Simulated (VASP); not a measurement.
# KCl in VASP: notebook

KCl is run at these levels: r2SCAN, PBE; tasks: single point.

All numbers are computed with VASP 6.6.1; they aren't measurements. Logs are shortened: lines on timing, memory, paths and dates and some standing lists are left out, and cuts for length are marked.

### 1 The cell of the first run

It takes space group I4/mmm (No. 139, tetragonal). The conventional cell has a = 4.314 Å, b = 4.314 Å, c = 6.344 Å, α = 90.00°, β = 90.00°, γ = 90.00°. K (site symmetry 4/mmm) has 6 Cl at 3.05 to 3.17 Å within 4.0 Å. Cl (site symmetry 4/mmm) has 6 K at 3.05 to 3.17 Å within 4.0 Å.

### 2 Single point, r2SCAN (epitaxial xy strain -3.0%)

The input, POSCAR:

```
KCl
1.0
    0.0000000000      3.0505028602      3.1718713392
    3.0505028602      0.0000000000      3.1718713392
    3.0505028602      3.0505028602      0.0000000000
K Cl
1 1
Direct
    0.0000000000      0.0000000000      0.0000000000
    0.5000000000      0.5000000000      0.5000000000
```

The input, INCAR.step1:

```
PREC     = Accurate       # precision mode
ENCUT    = 520            # plane-wave cutoff, eV
ISMEAR   = 0              # smearing method
SIGMA    = 0.01           # smearing width, eV
LREAL    = F              # projectors in reciprocal space
LASPH    = T              # aspherical terms in the spheres
NELM     = 80             # most SCF steps
NBANDS   = 15             # bands
GGA      = PE             # functional
ALGO     = Normal         # electronic algorithm
EDIFF    = 1E-4           # SCF threshold, eV
LWAVE    = T              # write WAVECAR
LCHARG   = F              # write CHGCAR
```

The input, INCAR.step2:

```
PREC     = Accurate       # precision mode
ENCUT    = 520            # plane-wave cutoff, eV
EDIFF    = 1E-6           # SCF threshold, eV
ISMEAR   = 0              # smearing method
SIGMA    = 0.01           # smearing width, eV
LREAL    = F              # projectors in reciprocal space
LASPH    = T              # aspherical terms in the spheres
NELM     = 80             # most SCF steps
ALGO     = Normal         # electronic algorithm
ISIF     = 2              # what is computed and relaxed
LWAVE    = F              # write WAVECAR
LCHARG   = F              # write CHGCAR
METAGGA  = R2SCAN         # meta-GGA
LMIXTAU  = T            
NBANDS   = 15             # bands
ISTART   = 1
```

The input, KPOINTS:

```
regular mesh
0
Gamma
  8 8 8
```

Potentials or basis: VASP PAW PBE potentials, release 64 (K_sv, Cl).

Started as:

```bash
$ cat potpaw_PBE.64/K_sv/POTCAR potpaw_PBE.64/Cl/POTCAR > POTCAR
$ cp INCAR.step1 INCAR
$ mpirun -np 1 vasp_std > vasp.out
$ cp INCAR.step2 INCAR
$ mpirun -np 1 vasp_std > vasp.out
```

OUTCAR:

```text
PREC = Accurate
   ENCUT = 520
   EDIFF = 1E-6
   ISMEAR = 0
   LREAL = F
   LASPH = T
   NELM = 80
   ISIF = 2
   METAGGA = R2SCAN
   ISTART = 1

 ion  position               nearest neighbor table
   1  0.000  0.000  0.000-   2 3.05   2 3.05   2 3.05   2 3.05   2 3.17   2 3.17
   2  0.500  0.500  0.500-   1 3.05   1 3.05   1 3.05   1 3.05   1 3.17   1 3.17

  LATTYP: Found a body centered tetragonal cell.
 ALAT       =     4.3140625170
 C/A-ratio  =     1.4704800066

  Lattice vectors:

 A1 = (  -3.0505028602,   0.0000000000,   3.1718713392)
 A2 = (   3.0505028602,   0.0000000000,   3.1718713392)
 A3 = (   0.0000000000,   3.0505028602,  -3.1718713392)

Analysis of symmetry for initial positions (statically):
=====================================================================
 Subroutine PRICEL returns:
 Original cell was already a primitive cell.

 Routine SETGRP: Setting up the symmetry group for a
 body centered tetragonal supercell.

 Subroutine GETGRP returns: Found 16 space group operations
 (whereof 16 operations were pure point group operations)
 out of a pool of 16 trial point group operations.

The static configuration has the point symmetry D_4h.

Analysis of symmetry for dynamics (positions and initial velocities):
=====================================================================
 Subroutine PRICEL returns:
 Original cell was already a primitive cell.

 Routine SETGRP: Setting up the symmetry group for a
 body centered tetragonal supercell.

 Subroutine GETGRP returns: Found 16 space group operations
 (whereof 16 operations were pure point group operations)
 out of a pool of 16 trial point group operations.

The dynamic configuration has the point symmetry D_4h.

 Subroutine INISYM returns: Found 16 space group operations
 (whereof 16 operations are pure point group operations),
 and found     1 'primitive' translations

----------------------------------------------------------------------------------------

                                     Primitive cell

  volume of cell :      59.0321

  direct lattice vectors                    reciprocal lattice vectors
     0.000000000  3.050502860  3.171871339    -0.163907402  0.163907402  0.157635650
     3.050502860  0.000000000  3.171871339     0.163907402 -0.163907402  0.157635650
     3.050502860  3.050502860  0.000000000     0.163907402  0.163907402 -0.157635650

  length of vectors
     4.400719883  4.400719883  4.314062517     0.280321728  0.280321728  0.280321728

  position of ions in fractional coordinates (direct lattice)
     0.000000000  0.000000000  0.000000000
     0.500000000  0.500000000  0.500000000

  ion indices of the primitive-cell ions
   primitive index   ion index
                 1           1
                 2           2

----------------------------------------------------------------------------------------

 KPOINTS: regular mesh

Automatic generation of k-mesh.
 Grid dimensions read from file:
 generate k-points for:    8    8    8

 Generating k-lattice:

  Cartesian coordinates                     Fractional coordinates (reciprocal lattice)
    -0.020488425  0.020488425  0.019704456     0.125000000  0.000000000  0.000000000
     0.020488425 -0.020488425  0.019704456     0.000000000  0.125000000  0.000000000
     0.020488425  0.020488425 -0.019704456     0.000000000  0.000000000  0.125000000

  Length of vectors
     0.035040216  0.035040216  0.035040216

  Shift w.r.t. Gamma in fractional coordinates (k-lattice)
     0.000000000  0.000000000  0.000000000

 Subroutine IBZKPT returns following result:
 ===========================================

 Found     59 irreducible k-points:

 Following reciprocal coordinates:
            Coordinates               Weight
  0.000000  0.000000  0.000000      1.000000
  0.125000  0.000000  0.000000      8.000000
  0.250000  0.000000  0.000000      8.000000
  0.375000  0.000000  0.000000      8.000000
  0.500000  0.000000  0.000000      4.000000
  0.125000  0.125000  0.000000      2.000000
[... 16 lines left out ...]
  0.250000  0.000000  0.125000     16.000000
  0.375000  0.000000  0.125000     16.000000
 [... further k-points ...]
   k-points           NKPTS =     59   k-points in BZ     NKDIM =     59   number of bands    NBANDS=     15
   number of dos      NEDOS =    301   number of ions     NIONS =      2
   total plane-waves  NPLWV =  41472
   dimension x,y,z NGX =    36 NGY =   36 NGZ =   32
   dimension x,y,z NGXF=    72 NGYF=   72 NGZF=   64
   ions per type =               1   1
   NGX,Y,Z   is equivalent  to a cutoff of  13.60, 13.60, 12.33 a.u.
   NGXF,Y,Z  is equivalent  to a cutoff of  27.20, 27.20, 24.66 a.u.
 SYSTEM =  unknown system
   PREC   = accura    normal or accurate (medium, high low for compatibility)
   ISTART =      1    job   : 0-new  1-cont  2-samecut
   ICHARG =      0    charge: 1-file 2-atom 10-const
   ISPIN  =      1    spin polarized calculation?
   LNONCOLLINEAR =      F non collinear calculations
   LSORBIT =      F    spin-orbit coupling
   LASPH  =      T    aspherical Exc in radial PAW
   ENCUT  =  520.0 eV  38.22 Ry    6.18 a.u.   8.18  8.18  8.02*2*pi/ulx,y,z
   NELM   =     80;   NELMIN=  2; NELMDL=  0     # of ELM steps
   EDIFF  = 0.1E-05   stopping-criterion for ELM
   LREAL  =      F    real-space projection
   EDIFFG = 0.1E-04   stopping-criterion for IOM
   NSW    =      0    number of steps for IOM
   IBRION =     -1    ionic relax: 0-MD 1-quasi-New 2-CG
   NFREE  =      0    steps in history (QN), initial steepest desc. (CG)
   ISIF   =      2    stress and relaxation
   ISYM   =      2    0-nonsym 1-usesym 2-fastsym
   POTIM  = 0.5000    time-step for ionic-motion
   TEBEG  =    0.0;   TEEND  =   0.0 temperature during run
   PSTRESS=    0.0 pullay stress
   NELECT =      16.0000    total number of electrons
   NUPDOWN=      -1.0000    fix difference up-down
   EMIN   =  10.00;   EMAX   =-10.00  energy-range for DOS
   EFERMI =   0.00;   METHOD = LEGACY
   ISMEAR =     0;   SIGMA  =   0.01  broadening in eV -4-tet -1-fermi 0-gaus
   EFERMI_NEDOS =   21; number of points for ismear=-14 and -15
   IALGO  =     38    algorithm
   IMIX   =      4    mixing-type and parameters
     AMIX     =   0.40;   BMIX     =  1.00
     AMIX_MAG =   1.60;   BMIX_MAG =  1.00
  volume/ion in A,a.u.               =      29.52       199.18
  Fermi-wavevector in a.u.,A,eV,Ry     =   1.059462  2.002093 15.271989  1.122460
  Thomas-Fermi vector in A             =   2.194808
   LORBIT       =      0    0 simple, 1 ext, 2 COOP (PROOUT), +10 PAW based schemes
   METAGGA = R2SCAN    functional components
   LHFCALC =     F    Hartree Fock is set to
   AEXX    =    0.0000 exact exchange contribution
   IVDW    =     0    specifies the selected vdW correction
   LEPSILON=     F    determine dielectric tensor
   LRPA    =     F    only Hartree local field effects (RPA)
 non-spin polarized calculation
 Gauss-broadening in eV      SIGMA  =   0.01
  energy-cutoff  :      520.00
  volume of cell :       59.03
 maximum number of plane-waves:      1620
 NGX is ok and might be reduce to    36
   NGX = 17   NGY = 17   NGZ = 17

 number of electron      16.0000000 magnetization

 Free energy of the ion-electron system (eV)
  ---------------------------------------------------
  ext. energy  EPLUGINS =         0.00000000
  ---------------------------------------------------
  free energy    TOTEN  =       -16.48456762 eV

  energy without entropy =      -16.48456762  energy(sigma->0) =      -16.48456762

 E-fermi :  -1.8999     XC(G=0):  -8.1953

 val. band max:       -2.0275203890   @ k =   0.0000   0.0000   0.0000
 cond. band min:       3.9765781069   @ k =   0.0000   0.0000   0.0000
 fundamental gap:      6.0040984959
 Fermi energy:        -1.8999059476

 k-point     1 :       0.0000    0.0000    0.0000
  band No.  band energies     occupation
      1     -30.1780      2.00000
      2     -14.7786      2.00000
      3     -12.8740      2.00000
      4     -12.8710      2.00000
      5     -12.8710      2.00000
      6      -2.0667      2.00000
      7      -2.0275      2.00000
      8      -2.0275      2.00000
      9       3.9766      0.00000
     10       6.8383      0.00000
     11       7.1012      0.00000
     12       7.1012      0.00000
     13       7.9997      0.00000
     14       8.1843      0.00000
     15      11.5405      0.00000

 k-point     2 :       0.1250    0.0000    0.0000
  band No.  band energies     occupation
      1     -30.1760      2.00000
      2     -14.8097      2.00000
      3     -12.8760      2.00000
      4     -12.8712      2.00000
      5     -12.8299      2.00000
      6      -2.2443      2.00000
      7      -2.1094      2.00000
      8      -2.0869      2.00000
      9       4.3682      0.00000
     10       6.8412      0.00000
     11       7.1745      0.00000
     12       7.3111      0.00000
     13       8.2361      0.00000
     14       8.4316      0.00000
     15      12.2087      0.00000

 k-point     3 :       0.2500    0.0000    0.0000
  band No.  band energies     occupation
      1     -30.1711      2.00000
      2     -14.8801      2.00000
      3     -12.8823      2.00000
      4     -12.8717      2.00000
      5     -12.7334      2.00000
      6      -2.6733      2.00000
      7      -2.2408      2.00000
      8      -2.2247      2.00000
      9       5.2692      0.00000
     10       6.7763      0.00000
     11       7.7731      0.00000
     12       7.9109      0.00000
     13       8.8868      0.00000
     14       9.1135      0.00000
     15      12.6950      0.00000
[... 343 lines left out ...]
 k-point    23 :       0.2500    0.0000    0.1250
  band No.  band energies     occupation
      1     -30.1711      2.00000
      2     -14.8599      2.00000
      3     -12.8920      2.00000
      4     -12.8864      2.00000
      5     -12.7444      2.00000
      6      -2.6348      2.00000
      7      -2.2112      2.00000
      8      -2.1776      2.00000
      9       5.1491      0.00000
     10       6.3157      0.00000
     11       7.9102      0.00000
     12       8.1282      0.00000
     13       8.5511      0.00000
     14       9.3108      0.00000
     15      12.9213      0.00000

 k-point    24 :       0.3750    0.0000    0.1250
  band No.  band energies     occupation
      1     -30.1663      2.00000
      2     -14.9063      2.00000
      3     -12.8983      2.00000
      4     -12.8869      2.00000
      5     -12.6878      2.00000
      6      -2.9275      2.00000
      7      -2.3606      2.00000
      8      -2.3054      2.00000
      9       5.9381      0.00000
     10       6.5796      0.00000
     11       8.6586      0.00000
     12       8.9770      0.00000
     13       9.2525      0.00000
     14       9.8958      0.00000
     15      11.7836      0.00000

 [... further k-points ...]
[... 5 lines left out ...]
  --------------------------------------------------------------------------------------
  -------------------------------------------------------------------------------------
  Total        0.7120007      0.7120007     -0.0104949      0.0000000      0.0000000      0.0000000
  in kB       19.3242458     19.3242458     -0.2848400      0.0000000      0.0000000      0.0000000
  external PRESSURE =      12.7878839 kB  Pullay stress =       0.0000000 kB

 VOLUME and BASIS-vectors are now :
 -----------------------------------------------------------------------------
  energy-cutoff  :      520.00
  volume of cell :       59.03
      direct lattice vectors                 reciprocal lattice vectors
     0.000000000  3.050502860  3.171871339    -0.163907402  0.163907402  0.157635650
     3.050502860  0.000000000  3.171871339     0.163907402 -0.163907402  0.157635650
     3.050502860  3.050502860  0.000000000     0.163907402  0.163907402 -0.157635650

 POSITION                                       TOTAL-FORCE (eV/Angst)
 -----------------------------------------------------------------------------------
      0.00000      0.00000      0.00000        -0.000000      0.000000     -0.000000
      3.05050      3.05050      3.17187         0.000000     -0.000000      0.000000
 -----------------------------------------------------------------------------------
    total drift:                                0.000000      0.000000      0.000000

  FREE ENERGIE OF THE ION-ELECTRON SYSTEM (eV)
  ---------------------------------------------------
  free  energy   TOTEN  =       -16.4845676158 eV

  energy  without entropy=      -16.4845676158  energy(sigma->0) =      -16.48456762
```

It took 2.7 min on 1 thread of Intel Xeon Platinum 8559C (Emerald Rapids), shared host; peak memory 0.23 GiB.

What came out:

```yaml
Free_energy: -16.4846 eV
Pressure: 1.3 GPa
Band_gap_on_the_k_mesh: 6.00 eV
```

Stress tensor (GPa, compression positive):
```
 1.93  0.00  0.00
 0.00  1.93  0.00
 0.00  0.00 -0.03
```

Levels at points of the mesh, in eV from the valence-band top:
```tsv
k point	band 4	band 5	band 6	band 7	band 8	band 9	band 10	band 11	band 12	band 13
(0.00, 0.00, 0.00)	-10.84	-10.84	-0.04	0.00	0.00	6.00	8.87	9.13	9.13	10.03
(0.50, 0.00, 0.00)	-10.84	-10.58	-1.16	-0.39	-0.38	8.27	9.44	11.47	11.51	12.20
(0.50, 0.50, 0.00)	-10.90	-10.90	-0.77	-0.21	-0.21	7.01	9.45	10.86	11.13	11.76
(0.50, 0.00, 0.50)	-10.93	-10.91	-0.69	-0.27	-0.26	6.94	9.46	11.08	11.24	11.79
```

Caveat: the cell differs from its parent crystal (epitaxial xy strain -3.0%); the PAW data sets were made with another functional, which shifts forces and pressure a little. A k mesh can miss the band edges.

(Part 1 of 2 ends here.)
